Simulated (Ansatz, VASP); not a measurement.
## Two plane-wave programs on Ge

File POSCAR:

```
Ge
1.0
    0.0000000000      2.8290000000      2.8290000000
    2.8290000000      0.0000000000      2.8290000000
    2.8290000000      2.8290000000      0.0000000000
Ge
2
Direct
    0.0000000000      0.0000000000      0.0000000000
    0.2500000000      0.2500000000      0.2500000000
```

File INCAR.step1:

```
PREC     = Accurate       # precision mode
ENCUT    = 600            # plane-wave cutoff, eV
ISMEAR   = 0              # smearing method
SIGMA    = 0.02           # smearing width, eV
LREAL    = False          # projectors in reciprocal space
LASPH    = True           # aspherical terms in the spheres
NELM     = 100            # most SCF steps
GGA      = PE             # functional
ALGO     = Normal         # electronic algorithm
EDIFF    = 1E-4           # SCF threshold, eV
LWAVE    = True           # write WAVECAR
LCHARG   = False          # write CHGCAR
```

Contents of INCAR.step2:

```
PREC     = Accurate       # precision mode
ENCUT    = 600            # plane-wave cutoff, eV
EDIFF    = 1E-7           # SCF threshold, eV
ISMEAR   = 0              # smearing method
SIGMA    = 0.02           # smearing width, eV
LREAL    = False          # projectors in reciprocal space
LASPH    = True           # aspherical terms in the spheres
NELM     = 100            # most SCF steps
ALGO     = Normal         # electronic algorithm
ISIF     = 3              # what is computed and relaxed
LWAVE    = False          # write WAVECAR
LCHARG   = False          # write CHGCAR
METAGGA  = R2SCAN         # meta-GGA
LMIXTAU  = True         
IBRION   = 2              # ionic algorithm
NSW      = 100            # ionic steps
EDIFFG   = -0.002         # ionic threshold
ISTART   = 1
```

File KPOINTS:

```
Automatic mesh
0
Gamma
  10 10 10
```

Input for Ansatz:

```yaml
crystal:
  lattice:
    - [0.0, 2.829, 2.829]
    - [2.829, 0.0, 2.829]
    - [2.829, 2.829, 0.0]
  atoms:
    - { symbol: Ge, position: [0.0, 0.0, 0.0] }
    - { symbol: Ge, position: [0.25, 0.25, 0.25] }
basis:
  ecutwfc: 500
kpoints:
  mp_grid: { grid: [10, 10, 10] }
hamiltonian:
  xc: r2scan
  pseudopotentials: { kind: paw, azcp: { folder: soft_1 } }
scf:
  occupations: { method: gaussian, width: 0.02 }
output:
  forces: true
  stress: true
  eigenvalues: true
  write_density: true
  write_potential: true
  elf: true
  volumetric_format: npy
relax:
  adjacent_minimum: "off"
  f_tol: 0.002
  max_steps: 80
  cell: { stress_tol: 0.02 }
```

Alike in both runs: task relaxation of cell and atoms; functional r2SCAN; k mesh 10 × 10 × 10; occupations gaussian, width 0.02 eV; no spin polarisation.

|  | VASP | Ansatz |
| --- | --- | --- |
| version | VASP 6.6.1 | Ansatz 0.2.0 |
| potentials or method | VASP PAW PBE potentials, release 64 (Ge_d), cutoff 600 eV | scalar-relativistic, plane waves, PAW |
| valence electrons in the cell | 28 | 28 |

```tsv
	VASP	Ansatz	Ansatz less VASP
gap on the k mesh at the Fermi level, each at its own relaxed structure (eV)	0.31	0.36	+0.057
relaxed volume (Å³/atom)	22.87	22.82	-0.048
relaxed length of the cell vector where the two differ most in proportion (Å)	4.014	4.011	-0.0028
```

VASP's potentials were made for PBE, not for r2SCAN.
